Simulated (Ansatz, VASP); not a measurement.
## Two plane-wave programs on Re

```
CELL_PARAMETERS angstrom
2.76639 0.00000 0.00000
-1.38319 2.39576 0.00000
0.00000 0.00000 8.93885
ATOMIC_POSITIONS crystal
Re 0.66667 0.33333 0.75000
Re 0.00000 0.00000 0.50000
Re 0.33333 0.66667 0.25000
Re 0.00000 0.00000 0.00000
```

Alike in both runs: task relaxation of cell and atoms; functional LDA; k mesh 8 × 8 × 3; occupations fermi-dirac, width 0.05 eV; no spin polarisation.

```csv
,VASP,Ansatz
version,VASP 6.6.1,Ansatz 0.2.0
potentials or method,"VASP PAW LDA potentials, release 64 (Re_sv_GW)",Ansatz PAW
plane-wave cutoff (eV),560,420
valence electrons in the cell,60,60
```

|  | VASP | Ansatz | Ansatz less VASP |
| --- | --- | --- | --- |
| gap on the k mesh at the Fermi level, each at its own relaxed structure (eV) | none | none | - |
| relaxed volume (Å³/atom) | 14.34 | 14.33 | -0.006 |
| relaxed length of the cell vector where the two differ most in proportion (Å) | 2.741 | 2.740 | -0.0007 |

LDA's correlation is that of Perdew and Zunger in VASP and of Perdew and Wang (1992) in Ansatz. A gap of «none» marks a metal or a gap that the smearing closes.

Neither program's run includes spin-orbit coupling. Noted on Ansatz's run: the plane-wave basis is chosen anew once the cell has moved, so the energies of steps on either side of that aren't comparable.
